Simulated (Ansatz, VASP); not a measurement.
**One calculation of Ir, two programs**

POSCAR

```
Ir
1.0
    2.8000085430      0.0000000000      0.0000000000
   -1.4000042715      2.4248785290      0.0000000000
    0.0000000000      0.0000000000      4.5426994298
Ir
2
Direct
    0.3333333333      0.6666666667      0.2500000000
    0.6666666667      0.3333333333      0.7500000000
```

Contents of INCAR.step1:

```
ALGO = Normal
EDIFF = 1E-4
ENCUT = 520
GGA = PE
ISMEAR = -1
LASPH = T
LCHARG = F
LREAL = F
LWAVE = T
NBANDS = 16
NELM = 80
PREC = Accurate
SIGMA = 0.1
```

File INCAR.step2:

```
ALGO = Normal
EDIFF = 1E-7
ENCUT = 520
ISIF = 2
ISMEAR = -1
ISTART = 1
LASPH = T
LCHARG = T
LELF = T
LMIXTAU = T
LREAL = F
LVHAR = T
LWAVE = F
METAGGA = R2SCAN
NBANDS = 16
NELM = 80
PREC = Accurate
SIGMA = 0.1
```

KPOINTS

```
k-points
0
Gamma
  15 15 8
```

Input for Ansatz:

```yaml
crystal:
  lattice:
    - [2.800008543, 0.0, 0.0]
    - [-1.4000042715, 2.424878529, 0.0]
    - [0.0, 0.0, 4.5426994298]
  atoms:
    - { symbol: Ir, position: [0.3333333333, 0.6666666667, 0.25] }
    - { symbol: Ir, position: [0.6666666667, 0.3333333333, 0.75] }
hamiltonian:
  xc: r2scan
  pseudopotentials:
    kind: paw
    azcp:
      Ir: "pseudopotentials/Ir.paw.azcp"
basis:
  ecutwfc: 500
  fft_grid_basis: typed
kpoints:
  mp_grid: { grid: [15, 15, 8], shift: [0, 0, 0] }
magnetization:
  spin_polarized: false
scf:
  occupations: { method: fermi_dirac, width: 0.1 }
  lower_state_search: "off"
output:
  stress: true
```

Alike in both runs: task single point; functional r2SCAN; k mesh 15 × 15 × 8; occupations fermi-dirac, width 0.1 eV; no spin polarisation.

|  | VASP | Ansatz |
| --- | --- | --- |
| version | VASP 6.6.1 | Ansatz 0.2.0 |
| potentials or method | VASP PAW PBE potentials, release 64 (Ir), cutoff 520 eV | plane waves (500 eV) with PAW, scalar-relativistic |
| valence electrons in the cell | 18 | 34 |

```csv
,VASP,Ansatz,Ansatz less VASP
pressure (GPa),-21.9,-23.6,-1.68
"traceless stress, the component that is largest in VASP (GPa)",-0.38,-0.46,-0.080
```

VASP's potentials were made for PBE, not for r2SCAN. VASP's potentials hold 18 valence electrons a cell and Ansatz's 34, so a difference there can come from the potentials and not from the codes.

Neither program's run includes spin-orbit coupling.
